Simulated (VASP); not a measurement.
A run of VASP 6.6.1 is set up as follows.

The input INCAR:

```
SYSTEM = Mo
PREC     = Accurate       ! precision mode
ENCUT    = 520            ! plane-wave cutoff, eV
EDIFF    = 1E-6           ! SCF threshold, eV
ISMEAR   = 0              ! smearing method
SIGMA    = 0.15           ! smearing width, eV
LREAL    = .FALSE.        ! projectors in reciprocal space
LASPH    = .TRUE.         ! aspherical terms in the spheres
NELM     = 100            ! most SCF steps
ALGO     = Fast           ! electronic algorithm
ISIF     = 2              ! what is computed and relaxed
LWAVE    = .FALSE.        ! write WAVECAR
LCHARG   = .FALSE.        ! write CHGCAR
GGA      = PE             ! functional
NBANDS   = 13             ! bands
```

KPOINTS

```
Automatic mesh
0
G
  20 20 20
  0 0 0
```

The input POSCAR:

```
Mo
1.0
    0.0000000000      2.1762000000      1.9344000000
    2.1762000000      0.0000000000      1.9344000000
    2.1762000000      2.1762000000      0.0000000000
Mo
1
Direct
    0.0000000000      0.0000000000      0.0000000000
```

Potentials or basis: VASP PAW PBE potentials, release 64 (Mo_sv).

Run with:

```bash
$ cat potpaw_PBE.64/Mo_sv/POTCAR > POTCAR
$ mpirun -np 1 vasp_std > vasp.out
```

(1) What does it give for the pressure?

(2) Estimate the band gap on the k mesh.

## Answers

(1) -24.4 GPa.

(2) zero (band 7 reaches 13.07 eV, above the bottom of band 8 at 9.37 eV).

Caveat: the cell differs from its parent crystal (strain +0.080 along x and y, -0.040 along z).
